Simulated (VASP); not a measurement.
HfN:

```
CELL_PARAMETERS angstrom
0.00000 2.25600 2.25600
2.25600 0.00000 2.25600
2.25600 2.25600 0.00000
ATOMIC_POSITIONS crystal
Hf 0.00000 0.00000 0.00000
N 0.50000 0.50000 0.50000
```

- Program: VASP 6.6.1
- Task: relaxation of cell and atoms
- Functional: LDA
- Potentials or basis: VASP PAW LDA potentials, release 64 (Hf_pv, N)
- Cutoff: 600 eV
- k mesh: 12 × 12 × 12
- Occupations: fermi-dirac, width 0.1 eV
- Spin: no spin polarisation

At the start: pressure -9.6 GPa; volume 11.48 Å³/atom.

Question: How do energy, volume and symmetry change on relaxing?

Answer: Over 4 steps the energy falls by 11.8 meV/atom and the volume is 11.10 Å³/atom (-3.3 %); space group Fm-3m (No. 225, to 0.1 Å) before and after.

The path:
```csv
step,energy change (eV),largest force (eV/Å),pressure (GPa),volume (Å³)
1,0.0000,0.0000,-9.64,22.96
2,0.0805,0.0000,24.26,20.74
3,-0.0235,0.0000,-0.24,22.22
4,-0.0236,0.0000,-0.02,22.20
```

Final structure:
```
Hf N
1.0
     0.00000    2.23086    2.23086
     2.23086    0.00000    2.23086
     2.23086    2.23086    0.00000
Hf N
1 1
Direct
  0.00000 0.00000 0.00000
  0.50000 0.50000 0.50000
```

Caveat: an odd number of electrons without spin polarisation forces a metal; a magnetic or distorted state may lie lower.
